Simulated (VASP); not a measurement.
# TaN (P1) in VASP: single point with r2SCAN

Aim: the single point of TaN with r2SCAN.

Everything below comes from runs of VASP 6.6.1. Logs are shortened: lines on timing, memory, paths and dates and some standing lists are left out, and cuts for length are marked.

### Step 1. The cell of the first run

The typed cell holds 2 atoms: a = 2.938 Å, b = 2.938 Å, c = 2.883 Å, α = 90.00°, β = 90.00°, γ = 120.00°.

### Step 2. Single point, r2SCAN (all N atoms moved +0.075 Å, as atom 2 along Cartesian [1 1 1])

File POSCAR:

```
TaN
1.0
    2.9379988584      0.0000000000      0.0000000000
   -1.4689994292      2.5443816477      0.0000000000
    0.0000000000      0.0000000000      2.8830000000
Ta N
1 1
Direct
    0.3333333333      0.6666666667      0.5000000000
    0.0232475482      0.0170183865      0.0150195179
```

File INCAR.step1:

```
SYSTEM = TaN
PREC = Accurate
ENCUT = 520
ISMEAR = 0
SIGMA = 0.15
LREAL = .FALSE.
LASPH = .TRUE.
NELM = 100
NBANDS = 15
GGA = PE
ALGO = Normal
EDIFF = 1E-4
LWAVE = .TRUE.
LCHARG = .FALSE.
```

File INCAR.step2:

```
SYSTEM = TaN
PREC = Accurate
ENCUT = 520
EDIFF = 1E-6
ISMEAR = 0
SIGMA = 0.15
LREAL = .FALSE.
LASPH = .TRUE.
NELM = 100
ALGO = Normal
ISIF = 2
LWAVE = .FALSE.
LCHARG = .FALSE.
METAGGA = R2SCAN
LMIXTAU = .TRUE.
NBANDS = 15
ISTART = 1
```

File KPOINTS:

```
regular mesh
0
G
  18 18 16
  0 0 0
```

Potentials or basis: VASP PAW PBE potentials, release 64 (Ta_pv, N).

Command:

```sh
> cat potpaw_PBE.64/Ta_pv/POTCAR potpaw_PBE.64/N/POTCAR > POTCAR
> cp INCAR.step1 INCAR
> mpirun -np 1 vasp_std > vasp.out
> cp INCAR.step2 INCAR
> mpirun -np 1 vasp_std > vasp.out
```

OUTCAR:

```text
SYSTEM = TaN
   PREC = Accurate
   ENCUT = 520
   EDIFF = 1E-6
   ISMEAR = 0
   LREAL = .FALSE.
   LASPH = .TRUE.
   NELM = 100
   ISIF = 2
   METAGGA = R2SCAN
   ISTART = 1

 ion  position               nearest neighbor table
   1  0.333  0.667  0.500-   2 2.17   2 2.19   2 2.22   2 2.24   2 2.24   2 2.30
   2  0.023  0.017  0.015-   1 2.17   1 2.19   1 2.22   1 2.24   1 2.24   1 2.30

  LATTYP: Found a hexagonal cell.
 ALAT       =     2.9379988584
 C/A-ratio  =     0.9812801635

  Lattice vectors:

 A1 = (   2.9379988584,   0.0000000000,   0.0000000000)
 A2 = (  -1.4689994292,   2.5443816477,   0.0000000000)
 A3 = (   0.0000000000,   0.0000000000,   2.8830000000)

Analysis of symmetry for initial positions (statically):
=====================================================================
 Subroutine PRICEL returns:
 Original cell was already a primitive cell.

 Routine SETGRP: Setting up the symmetry group for a
 hexagonal supercell.

 Subroutine GETGRP returns: Found  1 space group operations
 (whereof  1 operations were pure point group operations)
 out of a pool of 24 trial point group operations.

The static configuration has the point symmetry C_1 .

Analysis of symmetry for dynamics (positions and initial velocities):
=====================================================================
 Subroutine PRICEL returns:
 Original cell was already a primitive cell.

 Routine SETGRP: Setting up the symmetry group for a
 hexagonal supercell.

 Subroutine GETGRP returns: Found  1 space group operations
 (whereof  1 operations were pure point group operations)
 out of a pool of 24 trial point group operations.

The dynamic configuration has the point symmetry C_1 .

 Subroutine INISYM returns: Found  1 space group operations
 (whereof  1 operations are pure point group operations),
 and found     1 'primitive' translations

----------------------------------------------------------------------------------------

                                     Primitive cell

  volume of cell :      21.5516

  direct lattice vectors                    reciprocal lattice vectors
     2.937998858  0.000000000  0.000000000     0.340367729  0.196511400  0.000000000
    -1.468999429  2.544381648  0.000000000     0.000000000  0.393022800  0.000000000
     0.000000000  0.000000000  2.883000000     0.000000000  0.000000000  0.346860909

  length of vectors
     2.937998858  2.937998858  2.883000000     0.393022800  0.393022800  0.346860909

[... 79 lines left out ...]
   NELM   =    100;   NELMIN=  2; NELMDL=  0     # of ELM steps
   EDIFF  = 0.1E-05   stopping-criterion for ELM
   LREAL  =      F    real-space projection
[... 7 lines left out ...]
   TEBEG  =    0.0;   TEEND  =   0.0 temperature during run
   PSTRESS=    0.0 pullay stress
   NELECT =      16.0000    total number of electrons
   NUPDOWN=      -1.0000    fix difference up-down
   EMIN   =  10.00;   EMAX   =-10.00  energy-range for DOS
   EFERMI =   0.00;   METHOD = LEGACY
   ISMEAR =     0;   SIGMA  =   0.15  broadening in eV -4-tet -1-fermi 0-gaus
   EFERMI_NEDOS =   21; number of points for ismear=-14 and -15
   IALGO  =     38    algorithm
   IMIX   =      4    mixing-type and parameters
     AMIX     =   0.40;   BMIX     =  1.00
     AMIX_MAG =   1.60;   BMIX_MAG =  1.00
  volume/ion in A,a.u.               =      10.78        72.72
  Fermi-wavevector in a.u.,A,eV,Ry     =   1.482366  2.801265 29.897546  2.197408
  Thomas-Fermi vector in A             =   2.596161
   LORBIT       =      0    0 simple, 1 ext, 2 COOP (PROOUT), +10 PAW based schemes
   METAGGA = R2SCAN    functional components
   LHFCALC =     F    Hartree Fock is set to
   AEXX    =    0.0000 exact exchange contribution
   IVDW    =     0    specifies the selected vdW correction
   LEPSILON=     F    determine dielectric tensor
   LRPA    =     F    only Hartree local field effects (RPA)
 non-spin polarized calculation
 Gauss-broadening in eV      SIGMA  =   0.15
  energy-cutoff  :      520.00
  volume of cell :       21.55
 maximum number of plane-waves:       605
 NGX is ok and might be reduce to    24
   NGX = 11   NGY = 11   NGZ = 11

 number of electron      16.0000001 magnetization

 Free energy of the ion-electron system (eV)
  ---------------------------------------------------
  ext. energy  EPLUGINS =         0.00000000
  ---------------------------------------------------
  free energy    TOTEN  =       -60.35730458 eV

  energy without entropy =      -60.35675288  energy(sigma->0) =      -60.35702873

 E-fermi :   8.2024     XC(G=0): -14.3458

 val. band max:        8.1854985286   @ k =   0.0000   0.0000   0.4375
 cond. band min:       8.2226452247   @ k =   0.3333   0.3333   0.0000
 fundamental gap:      0.0371466961
 Fermi energy:         8.2024268635

 k-point     1 :       0.0000    0.0000    0.0000
  band No.  band energies     occupation
      1     -27.9193      2.00000
      2     -27.6611      2.00000
      3     -27.6566      2.00000
      4     -10.5916      2.00000
      5       3.2665      2.00000
      6       3.4352      2.00000
      7       3.7987      2.00000
      8       5.1659      2.00000
      9      10.5994      0.00000
     10      11.6590      0.00000
     11      12.2741      0.00000
     12      12.4259      0.00000
     13      12.6110      0.00000
     14      18.8393      0.00000
[... 401 lines left out ...]
      2     -27.8944      2.00000
      3     -27.7737      2.00000
      4      -8.3089      2.00000
      5      -0.4278      2.00000
      6       2.6745      2.00000
      7       4.3780      2.00000
      8       5.0929      2.00000
      9      11.5055      0.00000
     10      12.0658      0.00000
     11      13.5223      0.00000
     12      14.0555      0.00000
     13      15.9782      0.00000
     14      18.8313      0.00000
     15      20.8315      0.00000

 [... further k-points ...]
[... 5 lines left out ...]
  --------------------------------------------------------------------------------------
  -------------------------------------------------------------------------------------
  Total        0.1663530      0.3049941      0.4479086     -0.0390960      0.0927114      0.0834142
  in kB       12.3669528     22.6737553     33.2982570     -2.9064569      6.8923165      6.2011465
  external PRESSURE =      22.7796550 kB  Pullay stress =       0.0000000 kB

 VOLUME and BASIS-vectors are now :
 -----------------------------------------------------------------------------
  energy-cutoff  :      520.00
  volume of cell :       21.55
      direct lattice vectors                 reciprocal lattice vectors
     2.937998858  0.000000000  0.000000000     0.340367729  0.196511400  0.000000000
    -1.468999429  2.544381648  0.000000000     0.000000000  0.393022800  0.000000000
     0.000000000  0.000000000  2.883000000     0.000000000  0.000000000  0.346860909

 POSITION                                       TOTAL-FORCE (eV/Angst)
 -----------------------------------------------------------------------------------
     -0.00000      1.69625      1.44150         0.562644      0.586057      0.629951
      0.04330      0.04330      0.04330        -0.562644     -0.586057     -0.629951
 -----------------------------------------------------------------------------------
    total drift:                               -0.000159      0.000093     -0.000394

  FREE ENERGIE OF THE ION-ELECTRON SYSTEM (eV)
  ---------------------------------------------------
  free  energy   TOTEN  =       -60.3573045786 eV

  energy  without entropy=      -60.3567528772  energy(sigma->0) =      -60.35702873
```

OUTCAR.step1:

```text
SYSTEM = TaN
   PREC = Accurate
   ENCUT = 520
   ISMEAR = 0
   LREAL = .FALSE.
   LASPH = .TRUE.
[... 655 lines left out ...]
     -0.00000      1.69625      1.44150         0.546776      0.573919      0.631883
      0.04330      0.04330      0.04330        -0.546776     -0.573919     -0.631883
 -----------------------------------------------------------------------------------
    total drift:                                0.000095      0.000259     -0.000059

  FREE ENERGIE OF THE ION-ELECTRON SYSTEM (eV)
  ---------------------------------------------------
  free  energy   TOTEN  =       -22.4025532422 eV

  energy  without entropy=      -22.4018696478  energy(sigma->0) =      -22.40221144
```

OSZICAR.step1:

```text
N       E                     dE             d eps       ncg     rms          rms(c)
DAV:   1     0.913028951826E+02    0.91303E+02   -0.87122E+03 77928   0.113E+03
DAV:   2    -0.221191147909E+02   -0.11342E+03   -0.10683E+03 94029   0.306E+02
DAV:   3    -0.249389501266E+02   -0.28198E+01   -0.28065E+01 88975   0.454E+01
DAV:   4    -0.249506577019E+02   -0.11708E-01   -0.11704E-01101162   0.316E+00
DAV:   5    -0.249507294831E+02   -0.71781E-04   -0.71779E-04 90137   0.231E-01    0.236E+01
DAV:   6    -0.224848850994E+02    0.24658E+01   -0.40631E+00102738   0.238E+01    0.993E+00
DAV:   7    -0.224306653769E+02    0.54220E-01   -0.60194E-01 85769   0.620E+00    0.700E+00
DAV:   8    -0.224113073601E+02    0.19358E-01   -0.15696E-01 98369   0.338E+00    0.168E+00
DAV:   9    -0.224025519361E+02    0.87554E-02   -0.17518E-02 86532   0.112E+00    0.182E-01
DAV:  10    -0.224026253348E+02   -0.73399E-04   -0.12509E-03 95121   0.393E-01    0.978E-02
DAV:  11    -0.224025532422E+02    0.72093E-04   -0.85286E-05 53184   0.101E-01
   1 F= -.22402553E+02 E0= -.22402211E+02  d E =-.683594E-03
```

Run time: 45 min. Hardware: 1 thread of Oxide Virtual Turin-like, shared host; peak memory 0.85 GiB.

What came out:

- Free energy: -60.3573 eV
- Pressure: 2.3 GPa
- Largest force: 1.028 eV/Å
- Band gap on the k mesh: zero (bands 8 and 9 overlap by 0.31 eV)

Forces on the atoms (eV/Å):
```
Ta   0.563  0.586  0.630
N   -0.563 -0.586 -0.630
```

Stress tensor (GPa, compression positive):
```
 1.24 -0.29  0.62
-0.29  2.27  0.69
 0.62  0.69  3.33
```

Levels at points of the mesh, in eV from the Fermi level:
| k point | band 4 | band 5 | band 6 | band 7 | band 8 | band 9 | band 10 | band 11 | band 12 | band 13 |
| --- | --- | --- | --- | --- | --- | --- | --- | --- | --- | --- |
| (0.00, 0.00, 0.00) | -18.79 | -4.94 | -4.77 | -4.40 | -3.04 | 2.40 | 3.46 | 4.07 | 4.22 | 4.41 |
| (0.50, 0.00, 0.00) | -16.64 | -8.44 | -5.26 | -3.65 | -3.36 | 3.19 | 4.20 | 5.06 | 5.52 | 8.02 |
| (0.00, 0.50, 0.00) | -16.43 | -8.71 | -5.59 | -3.86 | -3.10 | 3.28 | 4.14 | 5.43 | 5.84 | 7.99 |
| (0.50, 0.50, 0.00) | -16.48 | -8.64 | -5.51 | -3.99 | -2.98 | 3.24 | 4.15 | 5.46 | 5.67 | 7.98 |
| (0.00, 0.00, 0.50) | -16.16 | -9.70 | -4.32 | -3.62 | -0.11 | -0.04 | 2.46 | 3.11 | 4.21 | 8.90 |
| (0.50, 0.00, 0.50) | -16.69 | -7.79 | -6.61 | -6.09 | -0.25 | 4.45 | 5.48 | 6.10 | 7.76 | 10.35 |
| (0.00, 0.50, 0.50) | -16.93 | -7.51 | -6.31 | -5.81 | -0.68 | 4.46 | 5.50 | 6.14 | 7.33 | 10.60 |
| (0.50, 0.50, 0.50) | -16.87 | -7.57 | -6.39 | -5.86 | -0.58 | 4.40 | 5.49 | 6.13 | 7.44 | 10.59 |

Caveat: the cell differs from its parent crystal (all N atoms moved +0.075 Å, as atom 2 along Cartesian [1 1 1]); the PAW data sets were made with another functional, which shifts forces and pressure a little; spin-orbit coupling is left out, which moves the levels of the heavy elements.

The gap in the log of VASP goes by the Fermi energy; the results here count the filled bands.